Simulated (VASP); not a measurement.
# In3GaAs4 (P1) in VASP: relaxation of cell and atoms with PBE

Aim: the relaxation of cell and atoms of In3GaAs4 with PBE.

All numbers are computed with VASP 6.6.1; they aren't measurements. Logs are shortened: lines on timing, memory, paths and dates and some standing lists are left out, and cuts for length are marked.

## (1) The cell of the first run

The typed cell holds 8 atoms: a = 4.199 Å, b = 4.292 Å, c = 14.119 Å, α = 89.78°, β = 88.39°, γ = 118.01°.

## (2) Relaxation of cell and atoms, PBE

INCAR reads:

```
PREC = Accurate ; ENCUT = 600
EDIFF = 1E-7 ; ISMEAR = 0
SIGMA = 0.2 ; LREAL = F
LASPH = T ; NELM = 80
ALGO = Normal ; ISIF = 3
LWAVE = F ; LCHARG = F
GGA = PE ; IBRION = 2
NSW = 80 ; EDIFFG = -0.025
```

KPOINTS reads:

```
regular mesh
0
Gamma
  6 6 2
```

POSCAR reads:

```
In3GaAs4
1.0
    4.1979310179      0.0470438157      0.0594240101
   -2.0582243695      3.7662114327      0.0072734292
    0.1958995697      0.1407899377     14.1166667569
In Ga As
3 1 4
Direct
    0.3581509002      0.6973472271     -0.0084307295
    0.6725484154      0.3718495778      0.2518492436
    0.6443740790      0.2989313848      0.7626567863
    0.3539655385      0.6527609383      0.5038404051
    0.3048722098      0.6595742280      0.1871981782
    0.3100114533      0.6383564519      0.6719385976
    0.6459473391      0.3555357191      0.4445721578
    0.7101300647      0.3256444732      0.9343753209
```

Potentials or basis: VASP PAW PBE potentials, release 64 (In_d, Ga_d, As).

Command:

```bash
> cat potpaw_PBE.64/In_d/POTCAR potpaw_PBE.64/Ga_d/POTCAR potpaw_PBE.64/As/POTCAR > POTCAR
> mpirun -np 1 vasp_std > vasp.out
```

OUTCAR:

```text
PREC = Accurate
   ENCUT = 600
   EDIFF = 1E-7
   ISMEAR = 0
   LREAL = F
   LASPH = T
   NELM = 80
   ISIF = 3
   GGA = PE
   IBRION = 2
   NSW = 80
   EDIFFG = -0.025

 ion  position               nearest neighbor table
   1  0.358  0.697  0.992-   8 2.51   8 2.58   8 2.75   5 2.76   3 3.92
   2  0.673  0.372  0.252-   5 2.49   5 2.57   7 2.72   5 2.87
   3  0.644  0.299  0.763-   8 2.44   6 2.74   6 2.78   6 2.84   1 3.92
   4  0.354  0.653  0.504-   7 2.29   6 2.37   7 2.78   7 2.78
   5  0.305  0.660  0.187-   2 2.49   2 2.57   1 2.76   2 2.87
   6  0.310  0.638  0.672-   4 2.37   3 2.74   3 2.78   3 2.84
   7  0.646  0.356  0.445-   4 2.29   2 2.72   4 2.78   4 2.78
   8  0.710  0.326  0.934-   3 2.44   1 2.51   1 2.58   1 2.75

  LATTYP: Found a triclinic cell.
 ALAT       =     4.3730662788
 B/A-ratio  =     0.9814470539
 C/A-ratio  =     3.2285648203
 COS(alpha) =     0.0037909033
 COS(beta)  =     0.0307339739
 COS(gamma) =     0.5305590771

  Lattice vectors:

 A1 = (   2.1397066484,   3.8132552484,   0.0666974393)
 A2 = (  -2.0582243695,   3.7662114327,   0.0072734292)
 A3 = (   0.1958995697,   0.1407899377,  14.1166667569)

Analysis of symmetry for initial positions (statically):
=====================================================================
 Subroutine PRICEL returns:
 Original cell was already a primitive cell.

 Routine SETGRP: Setting up the symmetry group for a
 triclinic supercell.

 Subroutine GETGRP returns: Found  1 space group operations
 (whereof  1 operations were pure point group operations)
 out of a pool of  2 trial point group operations.

The static configuration has the point symmetry C_1 .

Analysis of symmetry for dynamics (positions and initial velocities):
=====================================================================
 Subroutine PRICEL returns:
 Original cell was already a primitive cell.

 Routine SETGRP: Setting up the symmetry group for a
 triclinic supercell.

 Subroutine GETGRP returns: Found  1 space group operations
 (whereof  1 operations were pure point group operations)
 out of a pool of  2 trial point group operations.

The dynamic configuration has the point symmetry C_1 .

 Subroutine INISYM returns: Found  1 space group operations
 (whereof  1 operations are pure point group operations),
 and found     1 'primitive' translations

----------------------------------------------------------------------------------------

                                     Primitive cell

  volume of cell :     224.4903

  direct lattice vectors                    reciprocal lattice vectors
     4.197931018  0.047043816  0.059424010     0.236826886  0.129434093 -0.004577377
    -2.058224369  3.766211433  0.007273429    -0.002920998  0.263927504 -0.002591696
     0.195899570  0.140789938 14.116666757    -0.000995416 -0.000680837  0.070858856

  length of vectors
     4.198615148  4.291933016 14.118727945     0.269927974  0.263956391  0.070869118

  position of ions in fractional coordinates (direct lattice)
     0.358150900  0.697347227  0.991569271
     0.672548415  0.371849578  0.251849244
     0.644374079  0.298931385  0.762656786
     0.353965538  0.652760938  0.503840405
     0.304872210  0.659574228  0.187198178
     0.310011453  0.638356452  0.671938598
     0.645947339  0.355535719  0.444572158
     0.710130065  0.325644473  0.934375321

  ion indices of the primitive-cell ions
   primitive index   ion index
                 1           1
                 2           2
                 3           3
                 4           4
                 5           5
                 6           6
                 7           7
                 8           8

----------------------------------------------------------------------------------------

 KPOINTS: regular mesh

Automatic generation of k-mesh.
 Grid dimensions read from file:
 generate k-points for:    6    6    2

 Generating k-lattice:

  Cartesian coordinates                     Fractional coordinates (reciprocal lattice)
     0.039471148  0.021572349 -0.000762896     0.166666667 -0.000000000  0.000000000
    -0.000486833  0.043987917 -0.000431949     0.000000000  0.166666667  0.000000000
    -0.000497708 -0.000340419  0.035429428    -0.000000000  0.000000000  0.500000000

  Length of vectors
     0.044987996  0.043992732  0.035434559

  Shift w.r.t. Gamma in fractional coordinates (k-lattice)
     0.000000000  0.000000000  0.000000000

 Subroutine IBZKPT returns following result:
 ===========================================

 Found     40 irreducible k-points:

 Following reciprocal coordinates:
            Coordinates               Weight
  0.000000  0.000000  0.000000      1.000000
  0.166667 -0.000000  0.000000      2.000000
  0.333333 -0.000000  0.000000      2.000000
  0.500000 -0.000000  0.000000      1.000000
 -0.000000  0.166667 -0.000000      2.000000
  0.166667  0.166667 -0.000000      2.000000
[... 16 lines left out ...]
  0.333333 -0.000000  0.500000      2.000000
  0.500000 -0.000000  0.500000      1.000000
 [... further k-points ...]
   k-points           NKPTS =     40   k-points in BZ     NKDIM =     40   number of bands    NBANDS=     43
   number of dos      NEDOS =    301   number of ions     NIONS =      8
   total plane-waves  NPLWV = 155520
   dimension x,y,z NGX =    36 NGY =   36 NGZ =  120
   dimension x,y,z NGXF=    72 NGYF=   72 NGZF=  240
   ions per type =               3   1   4
   NGX,Y,Z   is equivalent  to a cutoff of  14.25, 13.94, 14.13 a.u.
   NGXF,Y,Z  is equivalent  to a cutoff of  28.51, 27.89, 28.26 a.u.
 SYSTEM =  unknown system
   PREC   = accura    normal or accurate (medium, high low for compatibility)
   ISTART =      0    job   : 0-new  1-cont  2-samecut
   ICHARG =      2    charge: 1-file 2-atom 10-const
   ISPIN  =      1    spin polarized calculation?
   LNONCOLLINEAR =      F non collinear calculations
   LSORBIT =      F    spin-orbit coupling
   LASPH  =      T    aspherical Exc in radial PAW
   ENCUT  =  600.0 eV  44.10 Ry    6.64 a.u.   8.39  8.57 28.20*2*pi/ulx,y,z
   NELM   =     80;   NELMIN=  2; NELMDL= -5     # of ELM steps
   EDIFF  = 0.1E-06   stopping-criterion for ELM
   LREAL  =      F    real-space projection
   EDIFFG = -.3E-01   stopping-criterion for IOM
   NSW    =     80    number of steps for IOM
   IBRION =      2    ionic relax: 0-MD 1-quasi-New 2-CG
   NFREE  =      1    steps in history (QN), initial steepest desc. (CG)
   ISIF   =      3    stress and relaxation
   ISYM   =      2    0-nonsym 1-usesym 2-fastsym
   POTIM  = 0.5000    time-step for ionic-motion
   TEBEG  =    0.0;   TEEND  =   0.0 temperature during run
   PSTRESS=    0.0 pullay stress
   NELECT =      72.0000    total number of electrons
   NUPDOWN=      -1.0000    fix difference up-down
   EMIN   =  10.00;   EMAX   =-10.00  energy-range for DOS
   EFERMI =   0.00;   METHOD = LEGACY
   ISMEAR =     0;   SIGMA  =   0.20  broadening in eV -4-tet -1-fermi 0-gaus
   EFERMI_NEDOS =   21; number of points for ismear=-14 and -15
   IALGO  =     38    algorithm
   IMIX   =      4    mixing-type and parameters
     AMIX     =   0.40;   BMIX     =  1.00
     AMIX_MAG =   1.60;   BMIX_MAG =  1.00
  volume/ion in A,a.u.               =      28.06       189.37
  Fermi-wavevector in a.u.,A,eV,Ry     =   1.120607  2.117639 17.085640  1.255759
  Thomas-Fermi vector in A             =   2.257254
   LORBIT       =      0    0 simple, 1 ext, 2 COOP (PROOUT), +10 PAW based schemes
   GGA     = PE    functional components
   LHFCALC =     F    Hartree Fock is set to
   AEXX    =    0.0000 exact exchange contribution
   IVDW    =     0    specifies the selected vdW correction
   LEPSILON=     F    determine dielectric tensor
   LRPA    =     F    only Hartree local field effects (RPA)
 conjugate gradient relaxation of ions
 non-spin polarized calculation
 Gauss-broadening in eV      SIGMA  =   0.20
  energy-cutoff  :      600.00
  volume of cell :      224.49
 maximum number of plane-waves:      7525
 NGX is ok and might be reduce to    36
   NGX = 17   NGY = 17   NGZ = 57

--------------------------------------- Ionic step        1  -------------------------------------------

 number of electron      72.0000001 magnetization

 Free energy of the ion-electron system (eV)
  ---------------------------------------------------
  ext. energy  EPLUGINS =         0.00000000
  ---------------------------------------------------
  free energy    TOTEN  =       -29.96161044 eV

  energy without entropy =      -29.95274201  energy(sigma->0) =      -29.95717623

------------------------ aborting loop because EDIFF is reached ----------------------------------------

  FORCE on cell =-STRESS in cart. coord.  units (eV):
  Direction    XX          YY          ZZ          XY          YZ          ZX
  --------------------------------------------------------------------------------------
  -------------------------------------------------------------------------------------
  Total        4.8759731     -0.4664656      3.9844922     -0.3704612     -1.2060527     -1.6780918
  in kB       34.7996116     -3.3291448     28.4371503     -2.6439654     -8.6075465    -11.9764691
  external PRESSURE =      19.9692057 kB  Pullay stress =       0.0000000 kB
[... 107 lines left out ...]
  FREE ENERGIE OF THE ION-ELECTRON SYSTEM (eV)
  ---------------------------------------------------
  free  energy   TOTEN  =       -30.9445519692 eV

  energy  without entropy=      -30.9382226063  energy(sigma->0) =      -30.94138729

[... ionic steps 4 to 20 ...]

--------------------------------------- Ionic step       21  -------------------------------------------

 number of electron      71.9999996 magnetization

------------------------ aborting loop because EDIFF is reached ----------------------------------------
[... 79 lines left out ...]
--------------------------------------- Ionic step       23  -------------------------------------------

 number of electron      71.9999993 magnetization

 Free energy of the ion-electron system (eV)
  ---------------------------------------------------
  ext. energy  EPLUGINS =         0.00000000
  ---------------------------------------------------
  free energy    TOTEN  =       -31.16089824 eV

  energy without entropy =      -31.15341146  energy(sigma->0) =      -31.15715485

 E-fermi :   3.8760     XC(G=0):  -8.9029

 val. band max:        3.8444769074   @ k =   0.0000   0.0000   0.0000
 cond. band min:       3.9900716192   @ k =  -0.0000   0.0000   0.5000
 fundamental gap:      0.1455947118
 Fermi energy:         3.8759916779

 k-point     1 :       0.0000    0.0000    0.0000
  band No.  band energies     occupation
      1     -11.0394      2.00000
      2     -10.9970      2.00000
      3     -10.9967      2.00000
      4     -10.9582      2.00000
      5     -10.9579      2.00000
      6     -10.6119      2.00000
[... 1093 lines left out ...]
     42       7.5764      0.00000
     43       7.6463      0.00000

 [... further k-points ...]

------------------------ aborting loop because EDIFF is reached ----------------------------------------

  FORCE on cell =-STRESS in cart. coord.  units (eV):
  Direction    XX          YY          ZZ          XY          YZ          ZX
  --------------------------------------------------------------------------------------
  -------------------------------------------------------------------------------------
  Total       -0.0288241     -0.0462069      0.0264520     -0.0355209      0.0074360     -0.0326255
  in kB       -0.2045895     -0.3279704      0.1877532     -0.2521227      0.0527796     -0.2315715
  external PRESSURE =      -0.1149356 kB  Pullay stress =       0.0000000 kB
[... 23 lines left out ...]
  FREE ENERGIE OF THE ION-ELECTRON SYSTEM (eV)
  ---------------------------------------------------
  free  energy   TOTEN  =       -31.1608982379 eV

  energy  without entropy=      -31.1534114640  energy(sigma->0) =      -31.15715485

 reached required accuracy - stopping structural energy minimisation
```

Wall time 2.5 h (1 thread of Intel Xeon Platinum 8488C (Sapphire Rapids), shared host); peak memory 0.73 GiB.

Results:

```
Free energy                           : -31.1609 eV
Relaxed volume                        : 28.22 Å³/atom
Relaxed cell                          : a = 4.293 Å, b = 4.294 Å, c = 14.130 Å, α = 90.04°, β = 89.95°, γ = 119.92°
Space group after relaxing (to 0.1 Å) : P3m1 (No. 156)
Energy gained by relaxing             : 149.9 meV/atom
Ionic steps                           : 23
Pressure after relaxing               : 0.0 GPa
Largest force after relaxing          : 0.017 eV/Å
Band gap on the k mesh                : 0.01 eV
```

Forces on the atoms (eV/Å):
```
In  -0.001 -0.009 -0.015
In   0.000  0.001  0.002
In  -0.008  0.002  0.015
Ga   0.003  0.005 -0.001
As   0.001 -0.007 -0.005
As   0.004 -0.001 -0.007
As   0.007  0.004  0.009
As  -0.007  0.007  0.002
```

Step by step:
```csv
step,energy change (eV),largest force (eV/Å),pressure (GPa),volume (Å³)
1,0.0000,3.1573,2.00,224.49
2,-0.9771,0.8005,-1.90,235.94
3,-0.9829,0.8192,-2.10,236.98
4,-1.1366,0.4247,0.14,225.27
5,-1.1371,0.4143,0.29,224.60
6,-1.1619,0.2433,0.12,225.21
7,-1.1665,0.2358,0.01,225.63
8,-1.1758,0.1801,-0.06,225.94
9,-1.1794,0.2107,-0.15,226.31
10,-1.1853,0.0851,0.06,225.35
11,-1.1856,0.0867,0.10,225.13
12,-1.1879,0.0632,-0.04,225.72
13,-1.1881,0.0789,-0.09,225.93
14,-1.1901,0.0643,-0.01,225.54
15,-1.1907,0.0652,0.07,225.20
16,-1.1925,0.0716,0.02,225.43
17,-1.1936,0.1201,-0.05,225.77
18,-1.1950,0.0964,-0.04,225.76
19,-1.1973,0.0770,-0.02,225.72
20,-1.1975,0.0796,-0.01,225.71
21,-1.1988,0.0427,0.01,225.64
22,-1.1989,0.0388,0.02,225.61
23,-1.1993,0.0172,-0.01,225.73
```

Final structure:
```xyz
8
Lattice="4.2929 0.0019 0.0020 -2.1436 3.7203 -0.0014 0.0064 -0.0024 14.1298" Properties=species:S:1:pos:R:3 pbc="T T T"
In    0.0113    2.4860    0.0051
In    2.1465    1.2479    3.6256
In    2.1548    1.2369   10.5117
Ga   -0.0045    2.4703    7.0642
As    0.0006    2.4889    2.6793
As    0.0066    2.4770    9.5715
As    2.1413    1.2313    6.3133
As    2.1648    1.2417   13.1903
```

Caveat: the smearing spreads over this small gap; semilocal functionals underestimate gaps, and a narrow one can read as zero; spin-orbit coupling is left out, which moves the levels of the heavy elements. A k mesh can miss the band edges.

The gap in the log of VASP goes by the Fermi energy; the results here count the filled bands.